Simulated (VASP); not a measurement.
Runs of VASP 6.6.1 on Sc. The structure is that of space group Fd-3m (No. 227), or close to it. The cells are those of the table. This isn't the form of Sc at room conditions, which is hcp.

```tsv
task	cell	k mesh	cutoff (eV)	gap on the mesh (eV)	pressure (GPa)
single point	a = 4.871 Å, angles 60.0°, 2 atoms	13 × 13 × 13	520	none	0.0
single point	a = 4.737 Å, angles 60.0°, 2 atoms	9 × 9 × 9	520	none	(a)
single point	a = 5.058 Å, angles 60.0°, 2 atoms	9 × 9 × 9	520	none	-0.7
single point	a = 4.871 Å, angles 60.0°, 2 atoms	9 × 9 × 9	520	none	0.0
relaxation of cell and atoms	relaxed from a = 4.570 Å, angles 60.0°, 2 atoms	9 × 9 × 9	600	none	0.0
single point	a = 4.805 Å, angles 60.0°, 2 atoms	9 × 9 × 9	520	none	(b)
single point	a = 4.668 Å, angles 60.0°, 2 atoms	9 × 9 × 9	520	none	0.8
single point	a = 4.935 Å, angles 60.0°, 2 atoms	9 × 9 × 9	520	none	-0.3
single point	a = 4.997 Å, angles 60.0°, 2 atoms	9 × 9 × 9	520	none	-0.5
```

Alike in all rows: level BLYP; potentials or basis VASP PAW PBE potentials, release 64 (Sc_sv); no spin polarisation; smearing fermi-dirac 0.1 eV.

Q: Fill in the values left out.

A: (a) 0.5; (b) 0.2.

Caveats: the PAW data sets were made with another functional, which shifts forces and pressure a little.

A gap of «none» marks levels without a gap at the run's occupations.
